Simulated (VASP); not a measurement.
A run of VASP 6.6.1 is set up as follows.

File INCAR:

```
SYSTEM = Tl
PREC = Accurate ; ENCUT = 520
EDIFF = 1E-6 ; ISMEAR = -1
SIGMA = 0.05 ; LREAL = .FALSE.
LASPH = .TRUE. ; NELM = 60
ALGO = Fast ; ISIF = 2
LWAVE = .FALSE. ; LCHARG = .FALSE.
GGA = B5 ; ALDAX = 1.0
AGGAX = 1.0 ; AGGAC = 1.0
ALDAC = 0.0 ; NBANDS = 20
```

File KPOINTS:

```
Automatic mesh
0
G
  9 9 5
  0 0 0
```

File POSCAR:

```
Tl
1.0
    3.4560000000      0.0000000000      0.0000000000
   -1.7280000000      2.9929837955      0.0000000000
    0.0000000000      0.0000000000      5.5250000000
Tl
2
Direct
    0.6666666667      0.3333333333      0.7500000000
    0.3333333333      0.6666666667      0.2500000000
```

Potentials or basis: VASP PAW PBE potentials, release 64 (Tl_d).

Command:

```console
$ cat potpaw_PBE.64/Tl_d/POTCAR > POTCAR
$ mpirun -np 1 vasp_std > vasp.out
```

Predict the band gap on the k mesh.

zero (band 13 reaches 9.18 eV, above the bottom of band 14 at 5.58 eV).

Estimate the pressure.

7.3 GPa.

Stress tensor (GPa, compression positive):
```
6.84 0.00 0.00
0.00 6.84 0.00
0.00 0.00 8.08
```

Caveat: the PAW data sets were made with another functional, which shifts forces and pressure a little; spin-orbit coupling is left out, which moves the levels of the heavy elements.
